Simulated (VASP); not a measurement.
# CuSi16 (a cell with a defect) in VASP: single point with LDA

Aim: the single point of CuSi16 (a cell with a defect) with LDA.

All numbers are computed with VASP 6.6.1; they aren't measurements. Logs are shortened: lines on timing, memory, paths and dates and some standing lists are left out, and cuts for length are marked.

**1. The cell of the first run**

The cell holds a defect, 17 atoms: a = 7.679 Å, b = 7.679 Å, c = 7.679 Å, α = 60.00°, β = 60.00°, γ = 60.00°.

**2. Single point, LDA, collinear spin**

Input file INCAR:

```
SYSTEM = CuSi16
  PREC = Accurate
  ENCUT = 520
  EDIFF = 1E-6
  ISMEAR = -1
  SIGMA = 0.02
  LREAL = Auto
  LASPH = .True.
  NELM = 150
  ALGO = Normal
  ISIF = 2
  LWAVE = .False.
  LCHARG = .False.
  ISPIN = 2
  MAGMOM = 0 0 0 0 0 0 0 0 0 0 0 0 0 0 0 0 1
  LORBIT = 11
  LMAXMIX = 4
  GGA = CA
  NBANDS = 56
```

Input file KPOINTS:

```
regular mesh
0
Gamma
  2 2 2
  0 0 0
```

Input file POSCAR:

```
CuSi16
1.0
    0.0000000000      5.4300000000      5.4300000000
    5.4300000000      0.0000000000      5.4300000000
    5.4300000000      5.4300000000      0.0000000000
Si Cu
16 1
Direct
    0.0021844697     -0.0152274721      0.0065652325
    0.1226698926      0.1184301485      0.1396053967
   -0.0275599698      0.0085538567      0.5095514225
    0.1226739154      0.1184322772      0.6193872834
    0.0021724475      0.5055853834      0.0065294011
    0.1528643473      0.6150637089      0.1160820715
    0.0021761350      0.5055807668      0.4858059265
    0.1226644329      0.6385903438      0.6194176791
    0.4948529345     -0.0014491594      0.0072020542
    0.6299851860      0.1173224783      0.1263892731
    0.4948562205     -0.0014517762      0.4994800014
    0.6003345014      0.1326261292      0.6335625150
    0.5250688206      0.4910435306     -0.0080108967
    0.6299704534      0.6254560019      0.1263901032
    0.4948513807      0.5062601155      0.4994884452
    0.6299727415      0.6254526520      0.6182741761
    0.0594649909      0.3128176148      0.8139099152
```

Potentials or basis: VASP PAW LDA potentials, release 64 (Si, Cu).

Run with:

```
$ cat potpaw_LDA.64/Si/POTCAR potpaw_LDA.64/Cu/POTCAR > POTCAR
$ mpirun -np 1 vasp_std > vasp.out
```

OUTCAR:

```text
SYSTEM = CuSi16
   PREC = Accurate
   ENCUT = 520
   EDIFF = 1E-6
   ISMEAR = -1
   LREAL = Auto
   LASPH = .True.
   NELM = 150
   ISIF = 2
   ISPIN = 2
   LORBIT = 11
   GGA = CA

 ion  position               nearest neighbor table
   1  0.002  0.985  0.007-   6 2.33  10 2.33  17 2.34   4 2.43   2 2.43
   2  0.123  0.118  0.140-   3 2.33   9 2.33  17 2.34   5 2.43   1 2.43
   3  0.972  0.009  0.510-   2 2.33   4 2.33   8 2.33  12 2.33
   4  0.123  0.118  0.619-   3 2.33  11 2.33  17 2.34   7 2.43   1 2.43
   5  0.002  0.506  0.007-   6 2.33  14 2.33  17 2.34   8 2.43   2 2.43
   6  0.153  0.615  0.116-   1 2.33   5 2.33   7 2.33  13 2.33
   7  0.002  0.506  0.486-   6 2.33  16 2.33  17 2.34   8 2.43   4 2.43
   8  0.123  0.639  0.619-   3 2.33  15 2.33  17 2.34   7 2.43   5 2.43
   9  0.495  0.999  0.007-   2 2.33  10 2.34  14 2.34  12 2.35
  10  0.630  0.117  0.126-   1 2.33  11 2.34   9 2.34  13 2.35
  11  0.495  0.999  0.499-   4 2.33  10 2.34  16 2.34  12 2.35
  12  0.600  0.133  0.634-   3 2.33  15 2.35  11 2.35   9 2.35
  13  0.525  0.491  0.992-   6 2.33  16 2.35  14 2.35  10 2.35
  14  0.630  0.625  0.126-   5 2.33   9 2.34  15 2.34  13 2.35
  15  0.495  0.506  0.499-   8 2.33  14 2.34  16 2.34  12 2.35
  16  0.630  0.625  0.618-   7 2.33  11 2.34  15 2.34  13 2.35
  17  0.059  0.313  0.814-   1 2.34   5 2.34   7 2.34   2 2.34   4 2.34   8 2.34

  LATTYP: Found a face centered cubic cell.
 ALAT       =    10.8600000000

  Lattice vectors:

 A1 = (   0.0000000000,   5.4300000000,   5.4300000000)
 A2 = (   5.4300000000,   0.0000000000,   5.4300000000)
 A3 = (   5.4300000000,   5.4300000000,   0.0000000000)

Analysis of symmetry for initial positions (statically):
=====================================================================
 Subroutine PRICEL returns:
 Original cell was already a primitive cell.

 Routine SETGRP: Setting up the symmetry group for a
 face centered cubic supercell.

 Subroutine GETGRP returns: Found  1 space group operations
 (whereof  1 operations were pure point group operations)
 out of a pool of 48 trial point group operations.

The static configuration has the point symmetry C_1 .

Analysis of symmetry for dynamics (positions and initial velocities):
=====================================================================
 Subroutine PRICEL returns:
 Original cell was already a primitive cell.

 Routine SETGRP: Setting up the symmetry group for a
 face centered cubic supercell.

 Subroutine GETGRP returns: Found  1 space group operations
 (whereof  1 operations were pure point group operations)
 out of a pool of 48 trial point group operations.

The dynamic configuration has the point symmetry C_1 .

[... 171 lines left out ...]
  free energy    TOTEN  =       -97.31629473 eV

  energy without entropy =      -97.30662301  energy(sigma->0) =      -97.31145887

 E-fermi :   6.7545     XC(G=0):  -9.8716

 val. band max:        6.7407227737   @ k =   0.0000   0.0000   0.0000
 cond. band min:       6.8991358040   @ k =   0.0000   0.5000   0.0000
 fundamental gap:      0.1584130304
 Fermi energy:         6.7544519506

 spin component 1

 k-point     1 :       0.0000    0.0000    0.0000
  band No.  band energies     occupation
      1      -6.0024      1.00000
      2      -3.6736      1.00000
      3      -3.5890      1.00000
      4      -3.5890      1.00000
      5      -3.5401      1.00000
      6      -2.0675      1.00000
[... 405 lines left out ...]
     48      10.2730      0.00000
     49      10.2976      0.00000
 Fermi energy:         6.7544519506

 spin component 2

 k-point     1 :       0.0000    0.0000    0.0000
  band No.  band energies     occupation
      1      -6.0024      1.00000
      2      -3.6736      1.00000
      3      -3.5890      1.00000
      4      -3.5890      1.00000
      5      -3.5401      1.00000
      6      -2.0675      1.00000
[... 405 lines left out ...]
     48      10.2730      0.00000
     49      10.2976      0.00000
 [bands above 49 left out]

------------------------ aborting loop because EDIFF is reached ----------------------------------------

  FORCE on cell =-STRESS in cart. coord.  units (eV):
  Direction    XX          YY          ZZ          XY          YZ          ZX
  --------------------------------------------------------------------------------------
  -------------------------------------------------------------------------------------
  Total        1.3642510      1.3637175      1.3691130     -0.3441669      0.3437841     -0.3438573
  in kB        6.8261431      6.8234736      6.8504702     -1.7220675      1.7201523     -1.7205186
  external PRESSURE =       6.8333623 kB  Pullay stress =       0.0000000 kB

 VOLUME and BASIS-vectors are now :
 -----------------------------------------------------------------------------
  energy-cutoff  :      520.00
  volume of cell :      320.21
      direct lattice vectors                 reciprocal lattice vectors
     0.000000000  5.430000000  5.430000000    -0.092081031  0.092081031  0.092081031
     5.430000000  0.000000000  5.430000000     0.092081031 -0.092081031  0.092081031
     5.430000000  5.430000000  0.000000000     0.092081031  0.092081031 -0.092081031

 POSITION                                       TOTAL-FORCE (eV/Angst)
 -----------------------------------------------------------------------------------
      5.38296      0.04751      5.35918         0.003849     -0.004006     -0.016622
      1.40113      1.42415      1.30917        -0.002728      0.016325      0.002199
      2.81331      8.04721      5.32680         0.031249     -0.031518     -0.032633
      4.00636      4.02939      1.30921        -0.016611      0.002897      0.001662
      2.78078      0.04725      2.75713         0.017009     -0.001692     -0.003939
      3.97012      1.46038      4.16985        -0.032873      0.033283      0.032819
[... 9 lines left out ...]
      6.75344      6.77798      6.81696         0.007214      0.003914     -0.007633
      6.11813      4.74243      2.02149        -0.000334      0.000069      0.001975
 -----------------------------------------------------------------------------------
    total drift:                                0.006192     -0.006778      0.005937

  FREE ENERGIE OF THE ION-ELECTRON SYSTEM (eV)
  ---------------------------------------------------
  free  energy   TOTEN  =       -97.3162947342 eV

  energy  without entropy=      -97.3066230091  energy(sigma->0) =      -97.31145887

 total charge

# of ion       s       p       d       tot
------------------------------------------
    1        0.743   0.960   0.000   1.703
    2        0.743   0.959   0.000   1.703
    3        0.760   0.949   0.000   1.708
    4        0.743   0.959   0.000   1.703
    5        0.743   0.960   0.000   1.703
    6        0.760   0.949   0.000   1.709
[... 9 lines left out ...]
   16        0.749   0.963   0.000   1.712
   17        0.532   0.484   9.220  10.236
--------------------------------------------------
tot         12.497  15.841   9.220  37.559

 magnetization (x)

# of ion       s       p       d       tot
------------------------------------------
    1        0.000   0.000   0.000   0.000
    2        0.000   0.000   0.000   0.000
    3        0.000   0.000   0.000   0.000
    4        0.000   0.000   0.000   0.000
    5        0.000   0.000   0.000   0.000
    6        0.000   0.000   0.000   0.000
[... 9 lines left out ...]
   16       -0.000  -0.000   0.000  -0.000
   17        0.000   0.000   0.000   0.000
--------------------------------------------------
tot          0.000   0.000   0.000   0.000
```

OSZICAR:

```text
N       E                     dE             d eps       ncg     rms          rms(c)
DAV:   1     0.323215226913E+03    0.32322E+03   -0.27752E+04  1792   0.116E+03
DAV:   2    -0.611258278941E+02   -0.38434E+03   -0.35393E+03  1928   0.232E+02
DAV:   3    -0.995769821283E+02   -0.38451E+02   -0.36405E+02  2320   0.769E+01
DAV:   4    -0.101627540591E+03   -0.20506E+01   -0.20269E+01  2728   0.176E+01
DAV:   5    -0.101679528953E+03   -0.51988E-01   -0.51915E-01  2400   0.252E+00    0.214E+01
DAV:   6    -0.103382394416E+03   -0.17029E+01   -0.95496E+01  2560   0.136E+02    0.160E+01
DAV:   7    -0.975328108873E+02    0.58496E+01   -0.29625E+01  2576   0.710E+01    0.839E+00
DAV:   8    -0.988066880479E+02   -0.12739E+01   -0.17143E+01  2848   0.614E+01    0.106E+01
DAV:   9    -0.973066781840E+02    0.15000E+01   -0.11432E+01  2744   0.515E+01    0.195E+00
DAV:  10    -0.973162127976E+02   -0.95346E-02   -0.96645E-01  2856   0.986E+00    0.891E-01
DAV:  11    -0.973202817012E+02   -0.40689E-02   -0.61411E-02  2512   0.747E-01    0.837E-01
DAV:  12    -0.973159647735E+02    0.43169E-02   -0.18390E-02  2752   0.291E+00    0.354E-01
DAV:  13    -0.973191163539E+02   -0.31516E-02   -0.18058E-02  2872   0.182E+00    0.433E-01
DAV:  14    -0.973165373345E+02    0.25790E-02   -0.79768E-03  2864   0.159E+00    0.164E-01
DAV:  15    -0.973163037559E+02    0.23358E-03   -0.17485E-03  2784   0.499E-01    0.670E-02
DAV:  16    -0.973162953036E+02    0.84523E-05   -0.34189E-04  2880   0.218E-01    0.179E-02
DAV:  17    -0.973162955019E+02   -0.19823E-06   -0.32846E-05  2512   0.236E-02    0.158E-02
DAV:  18    -0.973162947342E+02    0.76770E-06   -0.74361E-06  2704   0.439E-02
   1 F= -.97316295E+02 E0= -.97311459E+02  d E =-.967173E-02  mag=     0.0000
```

Wall time 23 min (1 thread of AMD EPYC 7R43 (Zen 3), shared host); peak memory 0.45 GiB.

What came out:

- Free energy: -97.3163 eV
- Pressure: 0.7 GPa
- Largest force: 0.057 eV/Å
- Net moment: 0.00 μB per cell
- Valence electrons inside the program's atomic spheres: Si 1.70, 1.71 (each value once); Cu 10.24

Forces in eV/Å, atoms in the order of the input:
```
Si   0.004 -0.004 -0.017
Si  -0.003  0.016  0.002
Si   0.031 -0.032 -0.033
Si  -0.017  0.003  0.002
Si   0.017 -0.002 -0.004
Si  -0.033  0.033  0.033
Si   0.002 -0.017 -0.004
Si  -0.003  0.002  0.018
Si  -0.007 -0.002  0.006
Si   0.007 -0.007  0.003
Si   0.002  0.007  0.006
Si  -0.007  0.006  0.008
Si   0.009 -0.009 -0.006
Si  -0.004 -0.007 -0.008
Si  -0.007  0.007 -0.002
Si   0.007  0.004 -0.008
Cu   0.000  0.000  0.002
```

Stress tensor (GPa, compression positive):
```
 0.68 -0.17 -0.17
-0.17  0.68  0.17
-0.17  0.17  0.69
```

Caveat: the k points lie up to 0.50 Å⁻¹ apart.
